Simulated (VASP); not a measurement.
# Se: single point with PBE

Se:

```xyz
2
Lattice="0.0000 3.1256 3.1256 3.1256 0.0000 3.1256 3.1256 3.1256 0.0000" Properties=species:S:1:pos:R:3 pbc="T T T"
Se    3.1256    3.1256    3.1256
Se    4.6883    4.6883    4.6883
```

```
Program             : VASP 6.6.1
Task                : single point
Functional          : PBE
Potentials or basis : VASP PAW PBE potentials, release 64 (Se)
Cutoff              : 520 eV
k mesh              : 2 × 2 × 2
Occupations         : methfessel-paxton, width 0.49 eV
Spin                : collinear spin, zero start
Starting moments    : [0.0, 0.0] μB
```

```json
{
 "Pressure": "-4.5 GPa",
 "Band gap on the k mesh": "zero (filled and empty bands overlap)",
 "Net moment": "0.00 μB per cell",
 "Valence electrons inside the program's atomic spheres": "Se 3.63"
}
```

Levels at points of the mesh, in eV from the Fermi level:
Spin up:
| k point | band 2 | band 3 | band 4 | band 5 | band 6 | band 7 | band 8 | band 9 | band 10 | band 11 |
| --- | --- | --- | --- | --- | --- | --- | --- | --- | --- | --- |
| (0.00, 0.00, 0.00) | -10.35 | -3.68 | -3.68 | -3.68 | -0.94 | -0.94 | -0.94 | 4.32 | 7.53 | 7.53 |
| (0.50, 0.00, 0.00) | -12.32 | -4.39 | -4.39 | -4.33 | 0.16 | 0.16 | 1.62 | 6.79 | 6.83 | 7.92 |
| (0.50, 0.50, 0.00) | -13.57 | -5.18 | -5.18 | -2.12 | -2.12 | 2.09 | 2.09 | 6.14 | 6.14 | 9.70 |
Spin down:
```csv
k point,band 3,band 4,band 5,band 6,band 7,band 8,band 9,band 10
"(0.00, 0.00, 0.00)",-3.68,-3.68,-3.68,-0.94,-0.94,-0.94,4.32,7.53
"(0.50, 0.00, 0.00)",-4.39,-4.39,-4.33,0.16,0.16,1.62,6.79,6.83
"(0.50, 0.50, 0.00)",-5.18,-5.18,-2.12,-2.12,2.09,2.09,6.14,6.14
```

It took 13 s on 1 thread of AMD EPYC 9R14 (Zen 4), with other jobs on the host, peak memory 0.19 GiB.

Caveat: the k points lie up to 0.87 Å⁻¹ apart.
